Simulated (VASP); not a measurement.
# Cs4Rb12CO in VASP: single point with PBE

Aim: the single point of Cs4Rb12CO with PBE.

Program: VASP 6.6.1. These are calculated values, not measurements. Logs are shortened: lines on timing, memory, paths and dates and some standing lists are left out, and cuts for length are marked.

## (1) The cell of the first run

The cell holds a slab with vacuum, 18 atoms: a = 11.697 Å, b = 11.697 Å, c = 23.773 Å, α = 90.00°, β = 90.00°, γ = 90.00°.

## (2) Single point, PBE

Contents of INCAR:

```
SYSTEM = Cs4Rb12CO
ALGO     = Normal         ! electronic algorithm
EDIFF    = 1E-6           ! SCF threshold, eV
ENCUT    = 520            ! plane-wave cutoff, eV
GGA      = PE             ! functional
ISIF     = 2              ! what is computed and relaxed
ISMEAR   = -1             ! smearing method
LASPH    = .True.         ! aspherical terms in the spheres
LCHARG   = .False.        ! write CHGCAR
LREAL    = Auto         
LWAVE    = .False.        ! write WAVECAR
NBANDS   = 92             ! bands
NELM     = 100            ! most SCF steps
PREC     = Accurate       ! precision mode
SIGMA    = 0.15           ! smearing width, eV
```

Contents of KPOINTS:

```
k-points
0
Gamma
  1 1 1
  0 0 0
```

Contents of POSCAR:

```
Cs4Rb12CO
1.0
   11.6968320000      0.0000000000      0.0000000000
    0.0000000000     11.6968320000      0.0000000000
    0.0000000000      0.0000000000     23.7726240000
Cs Rb C O
4 12 1 1
Direct
    0.0000000000      0.0000000000      0.0420651923
   -0.0006411993      0.4999986321      0.2857867100
    0.5010331002     -0.0000170986      0.2854249493
    0.4999986321      0.4999986321      0.0420651923
    0.2502728944      0.7485958591      0.4115448089
    0.2502814437      0.2513672078      0.4115321893
    0.4999986321      0.0000000000      0.0420651923
    0.2498796255      0.2497770336      0.1677139217
    0.2498796255      0.7502287799      0.1677181282
    0.5001012240      0.5000071814      0.2858750469
    0.7500919907      0.7496730739      0.1679032151
    0.7500919907      0.2503241903      0.1678990085
   -0.0018637525     -0.0000085493      0.2852566885
    0.7503997664      0.2413644994      0.4101608640
    0.7503228225      0.7574700568      0.4105731029
    0.0000000000      0.4999986321      0.0420651923
    0.7388581797      0.5019222299      0.3677928023
    0.7300096300      0.5007253246      0.4183509570
```

Potentials or basis: VASP PAW PBE potentials, release 64 (Cs_sv, Rb_sv, C, O).

Started as:

```bash
cat potpaw_PBE.64/Cs_sv/POTCAR potpaw_PBE.64/Rb_sv/POTCAR potpaw_PBE.64/C/POTCAR potpaw_PBE.64/O/POTCAR > POTCAR
mpirun -np 1 vasp_gam > vasp.out
```

OUTCAR:

```text
SYSTEM = Cs4Rb12CO
   EDIFF = 1E-6
   ENCUT = 520
   GGA = PE
   ISIF = 2
   ISMEAR = -1
   LASPH = .True.
   LREAL = Auto
   NELM = 100
   PREC = Accurate

 ion  position               nearest neighbor table
   1  0.000  0.000  0.042-
   2  0.999  0.500  0.286-
   3  0.501  1.000  0.285-
   4  0.500  0.500  0.042-
   5  0.250  0.749  0.412-  10 5.09  13 5.13   9 5.80
   6  0.250  0.251  0.412-  10 5.09  13 5.13   8 5.80
   7  0.500  0.000  0.042-   8 5.10   9 5.10  12 5.11  11 5.11
   8  0.250  0.250  0.168-  13 5.00  10 5.00   7 5.10  16 5.10   6 5.80
   9  0.250  0.750  0.168-  13 5.00  10 5.00   7 5.10  16 5.10   5 5.80
  10  0.500  0.500  0.286-  17 3.40  11 4.99  12 4.99   9 5.00   8 5.00   5 5.09   6 5.09  15 5.14
                            14 5.14
  11  0.750  0.750  0.168-  13 4.98  10 4.99  16 5.10   7 5.11  15 5.77
  12  0.750  0.250  0.168-  13 4.98  10 4.99  16 5.10   7 5.11  14 5.76
  13  0.998  1.000  0.285-  11 4.98  12 4.98   9 5.00   8 5.00  14 5.02  15 5.03   6 5.13   5 5.13

  14  0.750  0.241  0.410-  18 3.05  17 3.21  13 5.02  10 5.14  15 5.66  12 5.76
  15  0.750  0.757  0.411-  18 3.02  17 3.16  13 5.03  10 5.14  14 5.66  11 5.77
  16  0.000  0.500  0.042-  12 5.10  11 5.10   8 5.10   9 5.10
  17  0.739  0.502  0.368-  18 1.21  15 3.16  14 3.21  10 3.40
  18  0.730  0.501  0.418-  17 1.21  15 3.02  14 3.05

  LATTYP: Found a simple tetragonal cell.
 ALAT       =    11.6968320000
 C/A-ratio  =     2.0323985161

  Lattice vectors:

 A1 = (  11.6968320000,   0.0000000000,   0.0000000000)
 A2 = (   0.0000000000,  11.6968320000,   0.0000000000)
 A3 = (   0.0000000000,   0.0000000000,  23.7726240000)

Analysis of symmetry for initial positions (statically):
=====================================================================
 Subroutine PRICEL returns:
 Original cell was already a primitive cell.

 Routine SETGRP: Setting up the symmetry group for a
 simple tetragonal supercell.

 Subroutine GETGRP returns: Found  1 space group operations
 (whereof  1 operations were pure point group operations)
 out of a pool of 16 trial point group operations.

The static configuration has the point symmetry C_1 .

Analysis of symmetry for dynamics (positions and initial velocities):
=====================================================================
 Subroutine PRICEL returns:
 Original cell was already a primitive cell.

 Routine SETGRP: Setting up the symmetry group for a
 simple tetragonal supercell.

[... 117 lines left out ...]
   NFREE  =      0    steps in history (QN), initial steepest desc. (CG)
   ISIF   =      2    stress and relaxation
   ISYM   =      2    0-nonsym 1-usesym 2-fastsym
   POTIM  = 0.5000    time-step for ionic-motion
   TEBEG  =    0.0;   TEEND  =   0.0 temperature during run
   PSTRESS=    0.0 pullay stress
   NELECT =     154.0000    total number of electrons
   NUPDOWN=      -1.0000    fix difference up-down
   EMIN   =  10.00;   EMAX   =-10.00  energy-range for DOS
   EFERMI =   0.00;   METHOD = LEGACY
   ISMEAR =    -1;   SIGMA  =   0.15  broadening in eV -4-tet -1-fermi 0-gaus
   EFERMI_NEDOS =   21; number of points for ismear=-14 and -15
   IALGO  =     38    algorithm
   IMIX   =      4    mixing-type and parameters
     AMIX     =   0.40;   BMIX     =  1.00
     AMIX_MAG =   1.60;   BMIX_MAG =  1.00
  volume/ion in A,a.u.               =     180.69      1219.38
  Fermi-wavevector in a.u.,A,eV,Ry     =   0.592257  1.119204  4.772500  0.350769
  Thomas-Fermi vector in A             =   1.641002
   LORBIT       =      0    0 simple, 1 ext, 2 COOP (PROOUT), +10 PAW based schemes
   GGA     = PE    functional components
   LHFCALC =     F    Hartree Fock is set to
   AEXX    =    0.0000 exact exchange contribution
   IVDW    =     0    specifies the selected vdW correction
   LEPSILON=     F    determine dielectric tensor
   LRPA    =     F    only Hartree local field effects (RPA)
 non-spin polarized calculation
  energy-cutoff  :      520.00
  volume of cell :     3252.47
 maximum number of plane-waves:     43813
 NGX is ok and might be reduce to    90
   NGX = 43   NGY = 43   NGZ = 89

 number of electron     153.9999995 magnetization

 Free energy of the ion-electron system (eV)
  ---------------------------------------------------
  ext. energy  EPLUGINS =         0.00000000
  ---------------------------------------------------
  free energy    TOTEN  =       -28.31583690 eV

  energy without entropy =      -26.73362959  energy(sigma->0) =      -27.52473324

 E-fermi :  -0.9632     XC(G=0):  -3.2762

 val. band max:       -0.9735994321   @ k =   0.0000   0.0000   0.0000
 cond. band min:      -0.8995444247   @ k =   0.0000   0.0000   0.0000
 fundamental gap:      0.0740550073
 Fermi energy:        -0.9631638495

 k-point     1 :       0.0000    0.0000    0.0000
  band No.  band energies     occupation
      1     -30.2316      2.00000
      2     -30.2293      2.00000
      3     -30.1023      2.00000
      4     -30.0906      2.00000
      5     -30.0842      2.00000
      6     -30.0662      2.00000
[... 81 lines left out ...]
     88      -0.0507      0.00455
     89      -0.0203      0.00372
 [bands above 89 left out]

------------------------ aborting loop because EDIFF is reached ----------------------------------------

  FORCE on cell =-STRESS in cart. coord.  units (eV):
  Direction    XX          YY          ZZ          XY          YZ          ZX
  --------------------------------------------------------------------------------------
  -------------------------------------------------------------------------------------
  Total       -2.2818127     -1.3957715     -1.1189195      0.0084985      0.0397744      0.1930210
  in kB       -1.1240276     -0.6875611     -0.5511830      0.0041864      0.0195930      0.0950827
  external PRESSURE =      -0.7875905 kB  Pullay stress =       0.0000000 kB

 VOLUME and BASIS-vectors are now :
 -----------------------------------------------------------------------------
  energy-cutoff  :      520.00
  volume of cell :     3252.47
      direct lattice vectors                 reciprocal lattice vectors
    11.696832000  0.000000000  0.000000000     0.085493234  0.000000000  0.000000000
     0.000000000 11.696832000  0.000000000     0.000000000  0.085493234  0.000000000
     0.000000000  0.000000000 23.772624000     0.000000000  0.000000000  0.042065192

 POSITION                                       TOTAL-FORCE (eV/Angst)
 -----------------------------------------------------------------------------------
      0.00000      0.00000      1.00000         0.005960     -0.000033     -0.011917
     11.68933      5.84840      6.79390        -0.131193      0.000658     -0.013655
      5.86050     11.69663      6.78530         0.004824     -0.000950     -0.054273
      5.84840      5.84840      1.00000         0.001937     -0.000090     -0.008461
      2.92740      8.75620      9.78350        -0.000698     -0.022125     -0.009640
      2.92750      2.94020      9.78320        -0.000660      0.021691     -0.009276
[... 10 lines left out ...]
      8.64230      5.87090      8.74340         0.060182     -0.034306      0.196745
      8.53880      5.85690      9.94530         0.022133     -0.008086     -0.227668
 -----------------------------------------------------------------------------------
    total drift:                                0.000922      0.001617      0.004220

  FREE ENERGIE OF THE ION-ELECTRON SYSTEM (eV)
  ---------------------------------------------------
  free  energy   TOTEN  =       -28.3158368959 eV

  energy  without entropy=      -26.7336295904  energy(sigma->0) =      -27.52473324
```

OSZICAR:

```text
N       E                     dE             d eps       ncg     rms          rms(c)
DAV:   1     0.153879613960E+04    0.15388E+04   -0.56354E+04   208   0.123E+03
DAV:   2     0.288060974645E+03   -0.12507E+04   -0.12303E+04   260   0.253E+02
DAV:   3    -0.156919900150E+02   -0.30375E+03   -0.30272E+03   240   0.110E+02
[... 17 lines left out ...]
DAV:  21    -0.283157713568E+02   -0.89223E-04   -0.35657E-05   160   0.711E-03    0.352E-03
DAV:  22    -0.283158186843E+02   -0.47327E-04   -0.31591E-05   128   0.694E-03    0.386E-03
DAV:  23    -0.283158338922E+02   -0.15208E-04   -0.17752E-05   144   0.551E-03    0.921E-04
DAV:  24    -0.283158360566E+02   -0.21643E-05   -0.32818E-06   144   0.216E-03    0.145E-03
DAV:  25    -0.283158368959E+02   -0.83929E-06   -0.17331E-06   120   0.170E-03
   1 F= -.28315837E+02 E0= -.27524733E+02  d E =-.158221E+01
```

stdout:

```text
POSCAR found type information on POSCAR CsRbC O
 POSCAR found :  4 types and      18 ions
 scaLAPACK will be used
 LDA part: xc-table for (Slater+PW92), standard interpolation
 POSCAR, INCAR and KPOINTS ok, starting setup
 FFT: planning ... GRIDC
 FFT: planning ... GRID_SOFT
 FFT: planning ... GRID
 WAVECAR not read
 entering main loop
```

It took 7.4 min on 1 thread of AMD EPYC 9R45 (Zen 5), shared host; peak memory 2.2 GiB.

What came out:

- Free energy: -28.3158 eV
- Largest force: 0.229 eV/Å

Forces on the atoms (eV/Å):
```
Cs   0.006  0.000 -0.012
Cs  -0.131  0.001 -0.014
Cs   0.005 -0.001 -0.054
Cs   0.002  0.000 -0.008
Rb  -0.001 -0.022 -0.010
Rb  -0.001  0.022 -0.009
Rb  -0.008  0.000  0.045
Rb   0.000  0.002  0.016
Rb   0.000 -0.002  0.017
Rb   0.075  0.000 -0.017
Rb  -0.002 -0.002  0.023
Rb  -0.002  0.002  0.024
Rb  -0.016 -0.001 -0.038
Rb  -0.004 -0.044  0.005
Rb  -0.002  0.088  0.014
Rb  -0.004  0.000  0.050
C    0.060 -0.034  0.197
O    0.022 -0.008 -0.228
```

Caveat: the k points lie up to 0.54 Å⁻¹ apart; there is no dipole correction, which matters where the two faces differ; spin-orbit coupling is left out, which moves the levels of the heavy elements.
